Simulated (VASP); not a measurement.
# Pb (I4/mmm) in VASP: further runs, part 2 of 2

VASP 6.6.1.

**4. Single point, LDA (strain +0.000 along x and y, -0.025 along z)**

The input, INCAR:

```
ALGO = Fast
EDIFF = 1E-6
ENCUT = 520
ISIF = 2
ISMEAR = 0
LASPH = True
LCHARG = True
LELF = True
LREAL = False
LVHAR = True
LWAVE = False
NBANDS = 13
NELM = 80
PREC = Accurate
SIGMA = 0.15
```

The input, KPOINTS:

```
k-points
0
Gamma
  18 18 18
```

The input, POSCAR:

```
Pb
1.0
   -1.9796595667      1.9796595667      1.9301680775
    1.9796595667     -1.9796595667      1.9301680775
    1.9796595667      1.9796595667     -1.9301680775
Pb
1
Direct
    0.0000000000      0.0000000000      0.0000000000
```

Potentials or basis: VASP PAW LDA potentials, release 64 (Pb_d).

Run with:

```console
cat potpaw_LDA.64/Pb_d/POTCAR > POTCAR
mpirun -np 1 vasp_std > vasp.out
```

OUTCAR:

```text
EDIFF = 1E-6
   ENCUT = 520
   ISIF = 2
   ISMEAR = 0
   LASPH = True
   LREAL = False
   NELM = 80
   PREC = Accurate

 ion  position               nearest neighbor table
   1  0.000  0.000  0.000-

  LATTYP: Found a body centered tetragonal cell.
 ALAT       =     3.9593191334
 C/A-ratio  =     0.9750000000

  Lattice vectors:

 A1 = (  -1.9796595667,   1.9796595667,   1.9301680775)
 A2 = (   1.9796595667,  -1.9796595667,   1.9301680775)
 A3 = (   1.9796595667,   1.9796595667,  -1.9301680775)

Analysis of symmetry for initial positions (statically):
=====================================================================
 Subroutine PRICEL returns:
 Original cell was already a primitive cell.

 Routine SETGRP: Setting up the symmetry group for a
 body centered tetragonal supercell.

 Subroutine GETGRP returns: Found 16 space group operations
 (whereof 16 operations were pure point group operations)
 out of a pool of 16 trial point group operations.

The static configuration has the point symmetry D_4h.

Analysis of symmetry for dynamics (positions and initial velocities):
=====================================================================
 Subroutine PRICEL returns:
 Original cell was already a primitive cell.

 Routine SETGRP: Setting up the symmetry group for a
 body centered tetragonal supercell.

 Subroutine GETGRP returns: Found 16 space group operations
 (whereof 16 operations were pure point group operations)
 out of a pool of 16 trial point group operations.

The dynamic configuration has the point symmetry D_4h.

 Subroutine INISYM returns: Found 16 space group operations
 (whereof 16 operations are pure point group operations),
 and found     1 'primitive' translations

----------------------------------------------------------------------------------------

                                     Primitive cell

  volume of cell :      30.2577

  direct lattice vectors                    reciprocal lattice vectors
    -1.979659567  1.979659567  1.930168078     0.000000000  0.252568678  0.259044798
[... 114 lines left out ...]
   LRPA    =     F    only Hartree local field effects (RPA)
 non-spin polarized calculation
 RMM-DIIS sequential band-by-band and
 Gauss-broadening in eV      SIGMA  =   0.15
  energy-cutoff  :      520.00
  volume of cell :       30.26
 maximum number of plane-waves:       832
 NGX is ok and might be reduce to    28
   NGX = 13   NGY = 13   NGZ = 13

 number of electron      14.0000003 magnetization

 Free energy of the ion-electron system (eV)
  ---------------------------------------------------
  ext. energy  EPLUGINS =         0.00000000
  ---------------------------------------------------
  free energy    TOTEN  =        -4.21236842 eV

  energy without entropy =       -4.20608595  energy(sigma->0) =       -4.20922719

 E-fermi :   7.0107     XC(G=0): -10.4683

 val. band max:        7.0010621419   @ k =  -0.3333   0.5000   0.1111
 cond. band min:       7.0109786424   @ k =   0.5000   0.5000   0.4444
 fundamental gap:      0.0099165005
 Fermi energy:         7.0107222379

 k-point     1 :       0.0000    0.0000    0.0000
  band No.  band energies     occupation
      1     -10.0480      2.00000
      2     -10.0314      2.00000
      3     -10.0314      2.00000
      4      -9.8019      2.00000
      5      -9.7833      2.00000
      6      -4.7516      2.00000
      7      14.5496      0.00000
      8      14.5496      0.00000
      9      14.7242      0.00000
     10      18.1148      0.00000
     11      18.1148      0.00000
     12      18.4058      0.00000
     13      19.0368      0.00000
[... 354 lines left out ...]
  band No.  band energies     occupation
      1     -10.0650      2.00000
      2     -10.0100      2.00000
      3      -9.9059      2.00000
      4      -9.8198      2.00000
      5      -9.7952      2.00000
      6      -3.9332      2.00000
      7       9.8305      0.00000
      8      12.3441      0.00000
      9      13.3943      0.00000
     10      16.3001      0.00000
     11      17.3215      0.00000
     12      18.3661      0.00000
     13      20.9552      0.00000

 [... further k-points ...]

------------------------ aborting loop because EDIFF is reached ----------------------------------------

  FORCE on cell =-STRESS in cart. coord.  units (eV):
  Direction    XX          YY          ZZ          XY          YZ          ZX
  --------------------------------------------------------------------------------------
  -------------------------------------------------------------------------------------
  Total       -0.3451807     -0.3451807     -0.4490857      0.0000000      0.0000000      0.0000000
  in kB      -18.2776734    -18.2776734    -23.7795498      0.0000000      0.0000000      0.0000000
  external PRESSURE =     -20.1116322 kB  Pullay stress =       0.0000000 kB

 VOLUME and BASIS-vectors are now :
 -----------------------------------------------------------------------------
  energy-cutoff  :      520.00
  volume of cell :       30.26
      direct lattice vectors                 reciprocal lattice vectors
    -1.979659567  1.979659567  1.930168078     0.000000000  0.252568678  0.259044798
     1.979659567 -1.979659567  1.930168078     0.252568678  0.000000000  0.259044798
     1.979659567  1.979659567 -1.930168078     0.252568678  0.252568678  0.000000000

 POSITION                                       TOTAL-FORCE (eV/Angst)
 -----------------------------------------------------------------------------------
      0.00000      0.00000      0.00000         0.000000     -0.000000      0.000000
 -----------------------------------------------------------------------------------
    total drift:                               -0.000000     -0.000000     -0.000000

  FREE ENERGIE OF THE ION-ELECTRON SYSTEM (eV)
  ---------------------------------------------------
  free  energy   TOTEN  =        -4.2123684164 eV

  energy  without entropy=       -4.2060859542  energy(sigma->0) =       -4.20922719
```

OSZICAR:

```text
N       E                     dE             d eps       ncg     rms          rms(c)
DAV:   1     0.106550528395E+03    0.10655E+03   -0.71289E+03 12672   0.126E+03
DAV:   2     0.904914284681E+00   -0.10565E+03   -0.10247E+03 13245   0.311E+02
DAV:   3    -0.410892354056E+01   -0.50138E+01   -0.49937E+01 15577   0.731E+01
DAV:   4    -0.422318817624E+01   -0.11426E+00   -0.11424E+00 14885   0.118E+01
DAV:   5    -0.422830234810E+01   -0.51142E-02   -0.51140E-02 17031   0.230E+00    0.559E-01
RMM:   6    -0.421570325656E+01    0.12599E-01   -0.13177E-02 14933   0.165E+00    0.274E-01
RMM:   7    -0.421244971156E+01    0.32535E-02   -0.78072E-03 14788   0.972E-01    0.844E-02
RMM:   8    -0.421231551273E+01    0.13420E-03   -0.15046E-03 18252   0.585E-01    0.121E-02
RMM:   9    -0.421236058364E+01   -0.45071E-04   -0.46994E-04 18687   0.202E-01    0.119E-02
RMM:  10    -0.421236605988E+01   -0.54762E-05   -0.11410E-04 15894   0.186E-01    0.943E-03
RMM:  11    -0.421236652274E+01   -0.46287E-06   -0.52975E-05 18046   0.867E-02    0.143E-03
RMM:  12    -0.421236813944E+01   -0.16167E-05   -0.16125E-05 14224   0.416E-02    0.117E-03
RMM:  13    -0.421236841638E+01   -0.27694E-06   -0.28134E-06  9131   0.192E-02
   1 F= -.42123684E+01 E0= -.42092272E+01  d E =-.628246E-02
```

stdout:

```text
POSCAR found type information on POSCAR Pb
 POSCAR found :  1 types and       1 ions
 scaLAPACK will be used
 LDA part: xc-table for (Slater(with rela. corr.)+CA(PZ))
 , standard interpolation
 POSCAR, INCAR and KPOINTS ok, starting setup
 FFT: planning ... GRIDC
 FFT: planning ... GRID_SOFT
 FFT: planning ... GRID
 WAVECAR not read
 entering main loop
WARNING in EDDRMM: call to ZHEGV failed, returncode =   8  4     13
WARNING in EDDRMM: call to ZHEGV failed, returncode =   6  3     13
WARNING in EDDRMM: call to ZHEGV failed, returncode =   8  4     12
WARNING in EDDRMM: call to ZHEGV failed, returncode =   8  4     13
```

Wall time 91 s (1 thread of Intel Xeon 6975P-C (Granite Rapids), shared host); peak memory 0.28 GiB.

What came out:

```yaml
Free_energy: -4.2124 eV
Pressure: -2.0 GPa
Band_gap_on_the_k_mesh: zero (bands 7 and 8 overlap by 9.56 eV)
```

Caveat: the cell differs from its parent crystal (strain +0.000 along x and y, -0.025 along z); spin-orbit coupling is left out, which moves the levels of the heavy elements.

**5. The runs side by side**

```tsv
cell	further INCAR settings	gap on the mesh (eV)	pressure (GPa)
a = 3.373 Å, angles 108.1, 108.1, 112.2°, 1 atom	ALGO = Fast; EDIFF = 1e-07; NBANDS = 13	none	-0.9
a = 3.372 Å, angles 110.2, 110.2, 108.1°, 1 atom	ALGO = Fast; EDIFF = 1e-07; NBANDS = 13	none	-0.9
a = 3.401 Å, angles 108.8, 108.8, 110.8°, 1 atom	ALGO = Fast; EDIFF = 1e-06; NBANDS = 13	none	-2.0
```

Alike in all rows: task single point; level LDA; potentials or basis VASP PAW LDA potentials, release 64 (Pb_d); no spin polarisation; k mesh 18 × 18 × 18; cutoff (eV) 520; smearing gaussian 0.15 eV.

Caveats: spin-orbit coupling is left out, which moves the levels of the heavy elements.

Absolute energies hang on the potentials; compare differences alone.
